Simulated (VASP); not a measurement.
## AlP: single point with PBE

The system is AlP.

```
Al P
1.0
     0.00000    2.73648    2.73648
     2.73648    0.00000    2.73648
     2.73648    2.73648    0.00000
Al P
1 1
Direct
  0.00000 0.00000 0.00000
  0.75000 0.75000 0.75000
```

* Program: VASP 6.6.1
* Task: single point
* Functional: PBE
* Potentials or basis: VASP PAW PBE potentials, release 64 (Al, P)
* Cutoff: 500 eV
* k mesh: 3 × 3 × 3
* Occupations: gaussian, width 0.1 eV
* Spin: no spin polarisation

- Pressure: 2.9 GPa
- Band gap on the k mesh: 2.16 eV, indirect (least direct gap 3.23 eV)

Levels at points of the mesh, in eV from the valence-band top:
```
           k point  band 1  band 2  band 3  band 4  band 5  band 6  band 7  band 8  band 9
(0.00, 0.00, 0.00)  -11.48    0.00    0.00    0.00    3.23    4.48    4.48    4.48    8.76
```

Run time: 3.3 s on 1 thread of Intel(R) Xeon(R) Platinum 8488C (Sapphire Rapids), on a shared host, peak memory 0.14 GiB.

Caveat: the k points lie up to 0.66 Å⁻¹ apart. A hybrid or GW would open this gap; PBE tends to underestimate it.
